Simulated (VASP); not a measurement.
# AlSn (P-6m2) in VASP: a series of runs, part 4 of 4

VASP 6.6.1.

### 6 Electric field gradients, PBEsol (volume scaled by 1.02)

File INCAR:

```
SYSTEM = AlSn
PREC = Accurate ; ENCUT = 520
EDIFF = 1E-8 ; ISMEAR = -1
SIGMA = 0.05 ; LREAL = .False.
LASPH = .True. ; NELM = 80
ALGO = Normal ; ISIF = 2
LWAVE = .False. ; LCHARG = .False.
GGA = PS ; LEFG = .True.
NBANDS = 16
```

File KPOINTS:

```
regular mesh
0
Gamma
  11 11 12
  0 0 0
```

File POSCAR:

```
AlSn
1.0
    4.2259084499      0.0000000000      0.0000000000
   -2.1129542249      3.6597440716      0.0000000000
    0.0000000000      0.0000000000      3.3287472872
Al Sn
1 1
Direct
    0.0000000000      0.0000000000      0.0000000000
    0.3333333333      0.6666666667      0.5000000000
```

Potentials or basis: VASP PAW PBE potentials, release 64 (Al, Sn_d).

Run with:

```console
$ cat potpaw_PBE.64/Al/POTCAR potpaw_PBE.64/Sn_d/POTCAR > POTCAR
$ mpirun -np 1 vasp_std > vasp.out
```

OUTCAR:

```text
SYSTEM = AlSn
   PREC = Accurate
   ENCUT = 520
   EDIFF = 1E-8
   ISMEAR = -1
   LREAL = .False.
   LASPH = .True.
   NELM = 80
   ISIF = 2
   GGA = PS

 ion  position               nearest neighbor table
   1  0.000  0.000  0.000-   2 2.95   2 2.95   2 2.95   2 2.95   2 2.95   2 2.95
   2  0.333  0.667  0.500-   1 2.95   1 2.95   1 2.95   1 2.95   1 2.95   1 2.95

  LATTYP: Found a hexagonal cell.
 ALAT       =     4.2259084499
 C/A-ratio  =     0.7876998110

  Lattice vectors:

 A1 = (   4.2259084499,   0.0000000000,   0.0000000000)
 A2 = (  -2.1129542249,   3.6597440716,   0.0000000000)
 A3 = (   0.0000000000,   0.0000000000,   3.3287472872)

Analysis of symmetry for initial positions (statically):
=====================================================================
 Subroutine PRICEL returns:
 Original cell was already a primitive cell.

 Routine SETGRP: Setting up the symmetry group for a
 hexagonal supercell.

 Subroutine GETGRP returns: Found 12 space group operations
 (whereof 12 operations were pure point group operations)
 out of a pool of 24 trial point group operations.

The static configuration has the point symmetry D_3h.

Analysis of symmetry for dynamics (positions and initial velocities):
=====================================================================
 Subroutine PRICEL returns:
 Original cell was already a primitive cell.

 Routine SETGRP: Setting up the symmetry group for a
 hexagonal supercell.

 Subroutine GETGRP returns: Found 12 space group operations
 (whereof 12 operations were pure point group operations)
 out of a pool of 24 trial point group operations.

The dynamic configuration has the point symmetry D_3h.

 Subroutine INISYM returns: Found 12 space group operations
 (whereof 12 operations are pure point group operations),
 and found     1 'primitive' translations

----------------------------------------------------------------------------------------

                                     Primitive cell

  volume of cell :      51.4816

  direct lattice vectors                    reciprocal lattice vectors
     4.225908450  0.000000000  0.000000000     0.236635510  0.136621575  0.000000000
    -2.112954225  3.659744072  0.000000000     0.000000000  0.273243150  0.000000000
     0.000000000  0.000000000  3.328747287     0.000000000  0.000000000  0.300413313

  length of vectors
     4.225908450  4.225908450  3.328747287     0.273243150  0.273243150  0.300413313

  position of ions in fractional coordinates (direct lattice)
     0.000000000  0.000000000  0.000000000
     0.333333333  0.666666667  0.500000000

  ion indices of the primitive-cell ions
   primitive index   ion index
                 1           1
                 2           2

----------------------------------------------------------------------------------------

 KPOINTS: regular mesh

Automatic generation of k-mesh.
 Grid dimensions read from file:
 generate k-points for:   11   11   12

[... 65 lines left out ...]
   EDIFFG = 0.1E-06   stopping-criterion for IOM
   NSW    =      0    number of steps for IOM
   IBRION =     -1    ionic relax: 0-MD 1-quasi-New 2-CG
   NFREE  =      0    steps in history (QN), initial steepest desc. (CG)
   ISIF   =      2    stress and relaxation
   ISYM   =      2    0-nonsym 1-usesym 2-fastsym
   POTIM  = 0.5000    time-step for ionic-motion
   TEBEG  =    0.0;   TEEND  =   0.0 temperature during run
   PSTRESS=    0.0 pullay stress
   NELECT =      17.0000    total number of electrons
   NUPDOWN=      -1.0000    fix difference up-down
   EMIN   =  10.00;   EMAX   =-10.00  energy-range for DOS
   EFERMI =   0.00;   METHOD = LEGACY
   ISMEAR =    -1;   SIGMA  =   0.05  broadening in eV -4-tet -1-fermi 0-gaus
   EFERMI_NEDOS =   21; number of points for ismear=-14 and -15
   IALGO  =     38    algorithm
   IMIX   =      4    mixing-type and parameters
     AMIX     =   0.40;   BMIX     =  1.00
     AMIX_MAG =   1.60;   BMIX_MAG =  1.00
  volume/ion in A,a.u.               =      25.74       173.71
  Fermi-wavevector in a.u.,A,eV,Ry     =   1.131550  2.138320 17.420988  1.280406
  Thomas-Fermi vector in A             =   2.268250
   LORBIT       =      0    0 simple, 1 ext, 2 COOP (PROOUT), +10 PAW based schemes
   GGA     = PS    functional components
   LHFCALC =     F    Hartree Fock is set to
   AEXX    =    0.0000 exact exchange contribution
   IVDW    =     0    specifies the selected vdW correction
   LEPSILON=     F    determine dielectric tensor
   LRPA    =     F    only Hartree local field effects (RPA)
 non-spin polarized calculation
  energy-cutoff  :      520.00
  volume of cell :       51.48
 maximum number of plane-waves:      1416
 NGX is ok and might be reduce to    32
   NGX = 15   NGY = 15   NGZ = 13

 number of electron      17.0000000 magnetization

 Free energy of the ion-electron system (eV)
  ---------------------------------------------------
  ext. energy  EPLUGINS =         0.00000000
  ---------------------------------------------------
  free energy    TOTEN  =        -7.93419155 eV

  energy without entropy =       -7.92333177  energy(sigma->0) =       -7.92876166

 E-fermi :   6.1056     XC(G=0):  -9.6059

 val. band max:        6.0916029334   @ k =   0.0909  -0.0000   0.1667
 cond. band min:       6.1060285012   @ k =   0.2727   0.0909   0.4167
 fundamental gap:      0.0144255678
 Fermi energy:         6.1056420616

 k-point     1 :       0.0000    0.0000    0.0000
  band No.  band energies     occupation
      1     -15.1514      2.00000
      2     -15.0412      2.00000
      3     -15.0412      2.00000
      4     -15.0301      2.00000
      5     -15.0301      2.00000
      6      -4.2268      2.00000
[... 433 lines left out ...]
      3     -15.0371      2.00000
      4     -15.0353      2.00000
      5     -15.0323      2.00000
      6      -3.5552      2.00000
[... 8 lines left out ...]
     15      15.5438      0.00000
     16      16.2405      0.00000

 [... further k-points ...]
[... 5 lines left out ...]
  --------------------------------------------------------------------------------------
  -------------------------------------------------------------------------------------
  Total       -0.7810797     -0.7810797     -1.2486235     -0.0000000      0.0000000      0.0000000
  in kB      -24.3082842    -24.3082842    -38.8588974     -0.0000000      0.0000000      0.0000000
  external PRESSURE =     -29.1584886 kB  Pullay stress =       0.0000000 kB

 VOLUME and BASIS-vectors are now :
 -----------------------------------------------------------------------------
  energy-cutoff  :      520.00
  volume of cell :       51.48
      direct lattice vectors                 reciprocal lattice vectors
     4.225908450  0.000000000  0.000000000     0.236635510  0.136621575  0.000000000
    -2.112954225  3.659744072  0.000000000     0.000000000  0.273243150  0.000000000
     0.000000000  0.000000000  3.328747287     0.000000000  0.000000000  0.300413313

 POSITION                                       TOTAL-FORCE (eV/Angst)
 -----------------------------------------------------------------------------------
      0.00000      0.00000      0.00000        -0.000000      0.000000      0.000000
     -0.00000      2.43983      1.66437         0.000000     -0.000000      0.000000
 -----------------------------------------------------------------------------------
    total drift:                                0.000000     -0.000000     -0.000000

  FREE ENERGIE OF THE ION-ELECTRON SYSTEM (eV)
  ---------------------------------------------------
  free  energy   TOTEN  =        -7.9341915487 eV

  energy  without entropy=       -7.9233317746  energy(sigma->0) =       -7.92876166

 Electric field gradients (V/A^2)
---------------------------------------------------------------------
 ion       V_xx      V_yy      V_zz      V_xy      V_xz      V_yz
---------------------------------------------------------------------
   1      -2.535    -2.536     5.071    -0.000    -0.000    -0.000
   2     -34.076   -34.075    68.151     0.000     0.000    -0.000
---------------------------------------------------------------------

 Electric field gradients after diagonalization (V/A^2)
 (convention: |V_zz| > |V_xx| > |V_yy|)
----------------------------------------------------------------------
 ion       V_xx      V_yy      V_zz     asymmetry (V_yy - V_xx)/ V_zz
----------------------------------------------------------------------
   1      -2.536    -2.535     5.071       0.000
   2     -34.076   -34.075    68.151       0.000
----------------------------------------------------------------------

           NMR quadrupolar parameters

 Cq : quadrupolar parameter    Cq=e*Q*V_zz/h
 eta: asymmetry parameters     (V_yy - V_xx)/ V_zz
 Q  : nuclear electric quadrupole moment in mb (millibarn)
----------------------------------------------------------------------
 ion       Cq(MHz)       eta       Q (mb)
----------------------------------------------------------------------
   1       0.012       0.000       1.000
   2       0.165       0.000       1.000
----------------------------------------------------------------------
```

OSZICAR:

```text
N       E                     dE             d eps       ncg     rms          rms(c)
DAV:   1     0.976648658349E+02    0.97665E+02   -0.77813E+03  3640   0.123E+03
DAV:   2     0.159694240364E+00   -0.97505E+02   -0.93623E+02  3904   0.333E+02
DAV:   3    -0.777691333646E+01   -0.79366E+01   -0.79085E+01  4552   0.759E+01
DAV:   4    -0.797996219281E+01   -0.20305E+00   -0.20302E+00  4360   0.130E+01
DAV:   5    -0.798924362073E+01   -0.92814E-02   -0.92813E-02  5456   0.265E+00    0.220E+00
DAV:   6    -0.795178372622E+01    0.37460E-01   -0.24394E-02  4744   0.216E+00    0.123E+00
DAV:   7    -0.793442864235E+01    0.17355E-01   -0.23943E-02  4936   0.192E+00    0.154E-01
DAV:   8    -0.793418618242E+01    0.24246E-03   -0.21614E-03  4848   0.583E-01    0.432E-02
DAV:   9    -0.793419056728E+01   -0.43849E-05   -0.89927E-05  4952   0.801E-02    0.935E-03
DAV:  10    -0.793419130748E+01   -0.74020E-06   -0.61518E-06  4616   0.173E-02    0.585E-03
DAV:  11    -0.793419163005E+01   -0.32258E-06   -0.82285E-07  4584   0.633E-03    0.954E-04
DAV:  12    -0.793419157045E+01    0.59606E-07   -0.79403E-08  4744   0.352E-03    0.392E-04
DAV:  13    -0.793419154994E+01    0.20510E-07   -0.10571E-08  4008   0.779E-04    0.165E-04
DAV:  14    -0.793419154870E+01    0.12403E-08   -0.81056E-10  2592   0.310E-04
   1 F= -.79341915E+01 E0= -.79287617E+01  d E =-.108598E-01
```

stdout:

```text
POSCAR found type information on POSCAR AlSn
 POSCAR found :  2 types and       2 ions
 scaLAPACK will be used
 -----------------------------------------------------------------------------
|                                                                             |
|                                                                             |
|     You enforced a specific xc type in the INCAR file but a different       |
|     I HOPE YOU KNOW WHAT YOU ARE DOING!                                     |
|                                                                             |
 -----------------------------------------------------------------------------

 LDA part: xc-table for (Slater+PW92), standard interpolation
 POSCAR, INCAR and KPOINTS ok, starting setup
 FFT: planning ... GRIDC
 FFT: planning ... GRID_SOFT
 FFT: planning ... GRID
 WAVECAR not read
 entering main loop
ion   1

ion   2
```

It took 30 s on 1 thread of Intel Xeon 6975P-C (Granite Rapids), shared host; peak memory 0.23 GiB.

Results:

```yaml
Free_energy: -7.9342 eV
Pressure: -2.9 GPa
```

Levels at points of the mesh, in eV from the Fermi level:
```tsv
k point	band 4	band 5	band 6	band 7	band 8	band 9	band 10	band 11	band 12	band 13
(0.00, 0.00, 0.00)	-21.14	-21.14	-10.33	-0.20	-0.20	0.57	2.56	3.12	3.12	5.13
(0.00, 0.00, 0.50)	-21.14	-21.09	-7.38	-6.12	2.66	2.66	3.57	3.57	3.65	4.03
```

Electric field gradients, principal values (V/Å²):
| atom | least | middle | greatest (by size) |
| --- | --- | --- | --- |
| 1 Al | -2.535 | -2.536 | 5.071 |
| 2 Sn | -34.075 | -34.076 | 68.151 |

Caveat: without QUAD_EFG the Cq values of the log hold for a quadrupole moment of 1 mb, not for the nuclei; the PAW data sets were made with another functional, which shifts forces and pressure a little; spin-orbit coupling is left out, which moves the levels of the heavy elements.

### 7 The runs side by side

```csv
cell,gap on the mesh (eV),pressure (GPa)
"a = 4.141, b = 4.141, c = 3.262 Å, angles 90.0, 90.0, 120.0°, 2 atoms",none,0.0
"a = 4.170, b = 4.170, c = 3.285 Å, angles 90.0, 90.0, 120.0°, 2 atoms",none,-1.1
"a = 4.198, b = 4.198, c = 3.307 Å, angles 90.0, 90.0, 120.0°, 2 atoms",none,-2.1
"a = 4.226, b = 4.226, c = 3.329 Å, angles 90.0, 90.0, 120.0°, 2 atoms",none,-2.9
```

Alike in all rows: task electric field gradients; level PBEsol; potentials or basis VASP PAW PBE potentials, release 64 (Al, Sn_d); no spin polarisation; k mesh 11 × 11 × 12; cutoff (eV) 520; smearing fermi-dirac 0.05 eV.

Caveats: the PAW data sets were made with another functional, which shifts forces and pressure a little; spin-orbit coupling is left out, which moves the levels of the heavy elements.

Total energies depend on the potentials used, so only differences within one code and one set of settings carry meaning.
